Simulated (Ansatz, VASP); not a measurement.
**Ta: VASP beside Ansatz**

The input INCAR:

```
PREC = Accurate
ENCUT = 520
EDIFF = 1E-6
ISMEAR = 0
SIGMA = 0.15
LREAL = False
LASPH = True
NELM = 60
ALGO = Normal
ISIF = 2
LWAVE = False
LCHARG = False
GGA = PS
NBANDS = 12
```

The input KPOINTS:

```
regular mesh
0
Gamma
  20 20 20
```

POSCAR

```
Ta
1.0
   -1.6760492000      1.6760492000      1.6512800000
    1.6760492000     -1.6760492000      1.6512800000
    1.6760492000      1.6760492000     -1.6512800000
Ta
1
Direct
    0.0000000000      0.0000000000      0.0000000000
```

Input for Ansatz:

```yaml
crystal:
  lattice:
    - [-1.6760492, 1.6760492, 1.65128]
    - [1.6760492, -1.6760492, 1.65128]
    - [1.6760492, 1.6760492, -1.65128]
  atoms:
    - { symbol: Ta, position: [0.0, 0.0, 0.0] }
basis:
  ecutwfc: 420
kpoints:
  mp_grid: { grid: [20, 20, 20] }
hamiltonian:
  xc: pbesol
scf:
  occupations: { method: gaussian, width: 0.15 }
output:
  forces: true
  stress: true
  eigenvalues: true
```

Change from the starting cell: strain +0.0150 x Voigt [1, 1, 0, 0, 0, 0], atoms carried along.

Alike in both runs: task single point; functional PBEsol; k mesh 20 × 20 × 20; occupations gaussian, width 0.15 eV; no spin polarisation.

|  | VASP | Ansatz |
| --- | --- | --- |
| version | VASP 6.6.1 | Ansatz 0.2.0 |
| potentials or method | VASP PAW PBE potentials, release 64 (Ta_pv), cutoff 520 eV | scalar-relativistic, plane waves, PAW |
| valence electrons in the cell | 11 | 13 |

|  | VASP | Ansatz | Ansatz less VASP |
| --- | --- | --- | --- |
| gap on the k mesh at the Fermi level (eV) | none | none | - |
| pressure (GPa) | -9.1 | -9.2 | -0.10 |
| traceless stress, the component that is largest in VASP (GPa) | 1.09 | 1.09 | +0.002 |

VASP's potentials were made for PBE, not for PBEsol. A gap of «none» marks a metal or a gap that the smearing closes. VASP's potentials hold 11 valence electrons a cell and Ansatz's 13, so a difference there can come from the potentials and not from the codes.

Spin-orbit coupling is off throughout.
